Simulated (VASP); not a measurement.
# BP (l) (F-43m) in VASP: further runs

Runs on BP (l). Level: LDA. Tasks: single point.

Everything below comes from runs of VASP 6.6.1. Logs are shortened: lines on timing, memory, paths and dates and some standing lists are left out, and cuts for length are marked.

## 1. The cell of the first run

It takes space group F-43m (No. 216, cubic). The conventional cell has a = 4.532 Å, b = 4.532 Å, c = 4.532 Å, α = 90.00°, β = 90.00°, γ = 90.00°. Within 2.6 Å of B (site symmetry -43m) lie 4 P at 1.96 Å. P (site symmetry -43m) has 4 B at 1.96 Å within 2.6 Å.

## 2. Single point, LDA

INCAR

```
SYSTEM = BP
PREC = Accurate
ENCUT = 500
EDIFF = 1E-6
ISMEAR = 0
SIGMA = 0.1
LREAL = .False.
LASPH = .True.
NELM = 120
ALGO = Normal
ISIF = 2
LWAVE = .False.
LCHARG = .False.
NBANDS = 11
GGA_COMPAT = .False.
```

KPOINTS

```
regular mesh
0
Gamma
  8 8 8
  0 0 0
```

POSCAR

```
BP
1.0
    0.0000000000      2.2660723800      2.2660723800
    2.2660723800      0.0000000000      2.2660723800
    2.2660723800      2.2660723800      0.0000000000
B P
1 1
Direct
    0.0000000000      0.0000000000      0.0000000000
    0.2500000000      0.2500000000      0.2500000000
```

Potentials or basis: VASP PAW LDA potentials, release 64 (B, P).

Started as:

```
$ cat potpaw_LDA.64/B/POTCAR potpaw_LDA.64/P/POTCAR > POTCAR
$ mpirun -np 1 vasp_std > vasp.out
```

OUTCAR:

```text
SYSTEM = BP
   PREC = Accurate
   ENCUT = 500
   EDIFF = 1E-6
   ISMEAR = 0
   LREAL = .False.
   LASPH = .True.
   NELM = 120
   ISIF = 2

 ion  position               nearest neighbor table
   1  0.000  0.000  0.000-   2 1.96   2 1.96   2 1.96   2 1.96
   2  0.250  0.250  0.250-   1 1.96   1 1.96   1 1.96   1 1.96

  LATTYP: Found a face centered cubic cell.
 ALAT       =     4.5321447600

  Lattice vectors:

 A1 = (   0.0000000000,   2.2660723800,   2.2660723800)
 A2 = (   2.2660723800,   0.0000000000,   2.2660723800)
 A3 = (   2.2660723800,   2.2660723800,   0.0000000000)

Analysis of symmetry for initial positions (statically):
=====================================================================
 Subroutine PRICEL returns:
 Original cell was already a primitive cell.

 Routine SETGRP: Setting up the symmetry group for a
 face centered cubic supercell.

 Subroutine GETGRP returns: Found 24 space group operations
 (whereof 24 operations were pure point group operations)
 out of a pool of 48 trial point group operations.

The static configuration has the point symmetry T_d .

Analysis of symmetry for dynamics (positions and initial velocities):
=====================================================================
 Subroutine PRICEL returns:
 Original cell was already a primitive cell.

 Routine SETGRP: Setting up the symmetry group for a
 face centered cubic supercell.

 Subroutine GETGRP returns: Found 24 space group operations
 (whereof 24 operations were pure point group operations)
 out of a pool of 48 trial point group operations.

The dynamic configuration has the point symmetry T_d .

 Subroutine INISYM returns: Found 24 space group operations
 (whereof 24 operations are pure point group operations),
 and found     1 'primitive' translations

----------------------------------------------------------------------------------------

                                     Primitive cell

  volume of cell :      23.2729

  direct lattice vectors                    reciprocal lattice vectors
     0.000000000  2.266072380  2.266072380    -0.220646085  0.220646085  0.220646085
     2.266072380  0.000000000  2.266072380     0.220646085 -0.220646085  0.220646085
     2.266072380  2.266072380  0.000000000     0.220646085  0.220646085 -0.220646085

  length of vectors
     3.204710293  3.204710293  3.204710293     0.382170230  0.382170230  0.382170230

  position of ions in fractional coordinates (direct lattice)
     0.000000000  0.000000000  0.000000000
     0.250000000  0.250000000  0.250000000

  ion indices of the primitive-cell ions
   primitive index   ion index
                 1           1
                 2           2

----------------------------------------------------------------------------------------

 KPOINTS: regular mesh

Automatic generation of k-mesh.
 Grid dimensions read from file:
 generate k-points for:    8    8    8

 Generating k-lattice:

  Cartesian coordinates                     Fractional coordinates (reciprocal lattice)
    -0.027580761  0.027580761  0.027580761     0.125000000  0.000000000  0.000000000
     0.027580761 -0.027580761  0.027580761     0.000000000  0.125000000  0.000000000
     0.027580761  0.027580761 -0.027580761     0.000000000  0.000000000  0.125000000

  Length of vectors
     0.047771279  0.047771279  0.047771279

  Shift w.r.t. Gamma in fractional coordinates (k-lattice)
     0.000000000  0.000000000  0.000000000

 Subroutine IBZKPT returns following result:
 ===========================================

 Found     29 irreducible k-points:

 Following reciprocal coordinates:
            Coordinates               Weight
  0.000000  0.000000  0.000000      1.000000
  0.125000  0.000000  0.000000      8.000000
  0.250000  0.000000  0.000000      8.000000
  0.375000  0.000000  0.000000      8.000000
  0.500000  0.000000  0.000000      4.000000
  0.125000  0.125000  0.000000      6.000000
[... 16 lines left out ...]
  0.500000  0.250000  0.125000     48.000000
 -0.375000  0.250000  0.125000     24.000000
 [... further k-points ...]
   k-points           NKPTS =     29   k-points in BZ     NKDIM =     29   number of bands    NBANDS=     11
   number of dos      NEDOS =    301   number of ions     NIONS =      2
   total plane-waves  NPLWV =  13824
   dimension x,y,z NGX =    24 NGY =   24 NGZ =   24
   dimension x,y,z NGXF=    48 NGYF=   48 NGZF=   48
   ions per type =               1   1
   NGX,Y,Z   is equivalent  to a cutoff of  12.45, 12.45, 12.45 a.u.
   NGXF,Y,Z  is equivalent  to a cutoff of  24.90, 24.90, 24.90 a.u.
 SYSTEM =  BP
   PREC   = accura    normal or accurate (medium, high low for compatibility)
   ISTART =      0    job   : 0-new  1-cont  2-samecut
   ICHARG =      2    charge: 1-file 2-atom 10-const
   ISPIN  =      1    spin polarized calculation?
   LNONCOLLINEAR =      F non collinear calculations
   LSORBIT =      F    spin-orbit coupling
   LASPH  =      T    aspherical Exc in radial PAW
   ENCUT  =  500.0 eV  36.75 Ry    6.06 a.u.   5.84  5.84  5.84*2*pi/ulx,y,z
   NELM   =    120;   NELMIN=  2; NELMDL= -5     # of ELM steps
   EDIFF  = 0.1E-05   stopping-criterion for ELM
   LREAL  =      F    real-space projection
   EDIFFG = 0.1E-04   stopping-criterion for IOM
   NSW    =      0    number of steps for IOM
   IBRION =     -1    ionic relax: 0-MD 1-quasi-New 2-CG
   NFREE  =      0    steps in history (QN), initial steepest desc. (CG)
   ISIF   =      2    stress and relaxation
   ISYM   =      2    0-nonsym 1-usesym 2-fastsym
   POTIM  = 0.5000    time-step for ionic-motion
   TEBEG  =    0.0;   TEEND  =   0.0 temperature during run
   PSTRESS=    0.0 pullay stress
   NELECT =       8.0000    total number of electrons
   NUPDOWN=      -1.0000    fix difference up-down
   EMIN   =  10.00;   EMAX   =-10.00  energy-range for DOS
   EFERMI =   0.00;   METHOD = LEGACY
   ISMEAR =     0;   SIGMA  =   0.10  broadening in eV -4-tet -1-fermi 0-gaus
   EFERMI_NEDOS =   21; number of points for ismear=-14 and -15
   IALGO  =     38    algorithm
   IMIX   =      4    mixing-type and parameters
     AMIX     =   0.40;   BMIX     =  1.00
     AMIX_MAG =   1.60;   BMIX_MAG =  1.00
  volume/ion in A,a.u.               =      11.64        78.53
  Fermi-wavevector in a.u.,A,eV,Ry     =   1.146800  2.167138 17.893708  1.315150
  Thomas-Fermi vector in A             =   2.283483
   LORBIT       =      0    0 simple, 1 ext, 2 COOP (PROOUT), +10 PAW based schemes
   GGA     = CA    functional components
   LHFCALC =     F    Hartree Fock is set to
   AEXX    =    0.0000 exact exchange contribution
   IVDW    =     0    specifies the selected vdW correction
   LEPSILON=     F    determine dielectric tensor
   LRPA    =     F    only Hartree local field effects (RPA)
 non-spin polarized calculation
 Gauss-broadening in eV      SIGMA  =   0.10
  energy-cutoff  :      500.00
  volume of cell :       23.27
 maximum number of plane-waves:       609
   NGX = 11   NGY = 11   NGZ = 11

 number of electron       8.0000000 magnetization

 Free energy of the ion-electron system (eV)
  ---------------------------------------------------
  ext. energy  EPLUGINS =         0.00000000
  ---------------------------------------------------
  free energy    TOTEN  =       -14.38767269 eV

  energy without entropy =      -14.38767269  energy(sigma->0) =      -14.38767269

 E-fermi :   7.8757     XC(G=0): -11.1037

 val. band max:        7.4531930328   @ k =   0.0000   0.0000   0.0000
 cond. band min:       8.6661855132   @ k =   0.3750   0.3750   0.0000
 fundamental gap:      1.2129924804
 Fermi energy:         7.8757240067

 k-point     1 :       0.0000    0.0000    0.0000
  band No.  band energies     occupation
      1      -7.9715      2.00000
      2       7.4532      2.00000
      3       7.4532      2.00000
      4       7.4532      2.00000
      5      10.8372      0.00000
      6      10.8372      0.00000
      7      10.8372      0.00000
      8      14.8810      0.00000
      9      18.7362      0.00000
     10      19.6454      0.00000
     11      19.6454      0.00000

 k-point     2 :       0.1250    0.0000    0.0000
  band No.  band energies     occupation
      1      -7.6899      2.00000
      2       5.6079      2.00000
      3       7.0255      2.00000
      4       7.0255      2.00000
      5      11.3670      0.00000
      6      11.4281      0.00000
      7      11.4281      0.00000
      8      15.6371      0.00000
      9      18.6925      0.00000
     10      18.6925      0.00000
     11      19.5672      0.00000

 k-point     3 :       0.2500    0.0000    0.0000
  band No.  band energies     occupation
      1      -6.8632      2.00000
      2       2.6200      2.00000
      3       6.3380      2.00000
      4       6.3380      2.00000
      5      11.4532      0.00000
      6      12.1932      0.00000
      7      12.1932      0.00000
      8      16.9768      0.00000
      9      18.4123      0.00000
     10      18.4123      0.00000
     11      20.3123      0.00000

 k-point     4 :       0.3750    0.0000    0.0000
  band No.  band energies     occupation
      1      -5.5950      2.00000
      2      -0.1095      2.00000
      3       5.8627      2.00000
      4       5.8627      2.00000
      5      11.3191      0.00000
      6      12.2435      0.00000
      7      12.2435      0.00000
      8      17.4401      0.00000
      9      20.0622      0.00000
     10      20.0622      0.00000
     11      21.0983      0.00000
[... 239 lines left out ...]
 k-point    22 :       0.3750    0.2500    0.1250
  band No.  band energies     occupation
      1      -6.1384      2.00000
      2       2.5590      2.00000
      3       3.6479      2.00000
      4       5.4794      2.00000
      5      10.8673      0.00000
      6      13.4041      0.00000
      7      13.6344      0.00000
      8      14.9393      0.00000
      9      19.0260      0.00000
     10      21.2577      0.00000
     11      22.9229      0.00000

 k-point    23 :       0.5000    0.2500    0.1250
  band No.  band energies     occupation
      1      -4.9023      2.00000
      2       0.3811      2.00000
      3       3.0088      2.00000
      4       4.7012      2.00000
      5      11.4971      0.00000
      6      12.8961      0.00000
      7      14.7313      0.00000
      8      15.7526      0.00000
      9      19.7706      0.00000
     10      20.8007      0.00000
     11      24.3891      0.00000

 k-point    24 :      -0.3750    0.2500    0.1250
  band No.  band energies     occupation
      1      -3.9694      2.00000
      2      -0.9798      2.00000
      3       2.9362      2.00000
      4       4.3272      2.00000
      5      11.5694      0.00000
      6      12.6389      0.00000
      7      15.7328      0.00000
      8      17.1572      0.00000
      9      17.8300      0.00000
     10      21.8195      0.00000
     11      24.1516      0.00000

 [... further k-points ...]
[... 5 lines left out ...]
  --------------------------------------------------------------------------------------
  -------------------------------------------------------------------------------------
  Total       -0.6818722     -0.6818722     -0.6818722     -0.0000000     -0.0000000      0.0000000
  in kB      -46.9420675    -46.9420675    -46.9420675     -0.0000000     -0.0000000      0.0000000
  external PRESSURE =     -46.9420675 kB  Pullay stress =       0.0000000 kB

 VOLUME and BASIS-vectors are now :
 -----------------------------------------------------------------------------
  energy-cutoff  :      500.00
  volume of cell :       23.27
      direct lattice vectors                 reciprocal lattice vectors
     0.000000000  2.266072380  2.266072380    -0.220646085  0.220646085  0.220646085
     2.266072380  0.000000000  2.266072380     0.220646085 -0.220646085  0.220646085
     2.266072380  2.266072380  0.000000000     0.220646085  0.220646085 -0.220646085

 POSITION                                       TOTAL-FORCE (eV/Angst)
 -----------------------------------------------------------------------------------
      0.00000      0.00000      0.00000         0.000000      0.000000     -0.000000
      1.13304      1.13304      1.13304        -0.000000     -0.000000      0.000000
 -----------------------------------------------------------------------------------
    total drift:                                0.000000      0.000000      0.000000

  FREE ENERGIE OF THE ION-ELECTRON SYSTEM (eV)
  ---------------------------------------------------
  free  energy   TOTEN  =       -14.3876726885 eV

  energy  without entropy=      -14.3876726885  energy(sigma->0) =      -14.38767269
```

It took 2.3 s on 1 thread of Intel Xeon 6975P-C (Granite Rapids), shared host; peak memory 0.12 GiB.

Results:

| Property | Result |
| --- | --- |
| Free energy | -14.3877 eV |
| Pressure | -4.7 GPa |
| Band gap on the k mesh | 1.21 eV, indirect (least direct gap 3.38 eV) |

Levels at points of the mesh, in eV from the valence-band top:
| k point | band 1 | band 2 | band 3 | band 4 | band 5 | band 6 | band 7 | band 8 |
| --- | --- | --- | --- | --- | --- | --- | --- | --- |
| (0.00, 0.00, 0.00) | -15.42 | 0.00 | 0.00 | 0.00 | 3.38 | 3.38 | 3.38 | 7.43 |
| (0.50, 0.00, 0.00) | -12.08 | -9.04 | -1.75 | -1.75 | 3.80 | 4.68 | 4.68 | 9.93 |
| (0.50, 0.50, 0.00) | -10.57 | -8.51 | -4.12 | -4.12 | 1.29 | 1.55 | 12.03 | 12.03 |

A k mesh can miss the band edges. As with any semilocal functional, this LDA gap is likely too small.

## 3. Single point, LDA

This run uses another cell than the first one, of 11.32 Å³/atom, 0.973 times its volume.

INCAR

```
SYSTEM = BP
  PREC = Accurate
  ENCUT = 500
  EDIFF = 1E-6
  ISMEAR = 0
  SIGMA = 0.02
  LREAL = .False.
  LASPH = .True.
  NELM = 120
  ALGO = Normal
  ISIF = 2
  LWAVE = .False.
  LCHARG = .False.
  NBANDS = 11
  GGA_COMPAT = .False.
```

KPOINTS

```
regular mesh
0
Gamma
  10 10 10
  0 0 0
```

POSCAR

```
BP
1.0
    0.0000000000      2.2452370278      2.2452370278
    2.2452370278      0.0000000000      2.2452370278
    2.2452370278      2.2452370278      0.0000000000
B P
1 1
Direct
    0.0000000000      0.0000000000      0.0000000000
    0.2500000000      0.2500000000      0.2500000000
```

Potentials or basis: VASP PAW LDA potentials, release 64 (B, P).

Started as:

```
$ cat potpaw_LDA.64/B/POTCAR potpaw_LDA.64/P/POTCAR > POTCAR
$ mpirun -np 1 vasp_std > vasp.out
```

Run time: 3.1 s. Hardware: 1 thread of Intel Xeon 6975P-C (Granite Rapids), shared host; peak memory 0.12 GiB.

Results (log left out):

```
Free energy            : -14.3991 eV
Pressure               : -0.1 GPa
Band gap on the k mesh : 1.15 eV, indirect (least direct gap 3.43 eV)
```

Levels at points of the mesh, in eV from the valence-band top:
| k point | band 2 | band 3 | band 4 | band 5 | band 6 | band 7 |
| --- | --- | --- | --- | --- | --- | --- |
| (0.00, 0.00, 0.00) | 0.00 | 0.00 | 0.00 | 3.43 | 3.43 | 3.43 |
| (0.50, 0.00, 0.00) | -9.24 | -1.79 | -1.79 | 3.97 | 4.70 | 4.70 |
| (0.50, 0.50, 0.00) | -8.65 | -4.22 | -4.22 | 1.24 | 1.53 | 12.30 |

A k mesh can miss the band edges. Expect the measured gap to be larger: semilocal functionals such as LDA lack the derivative discontinuity.
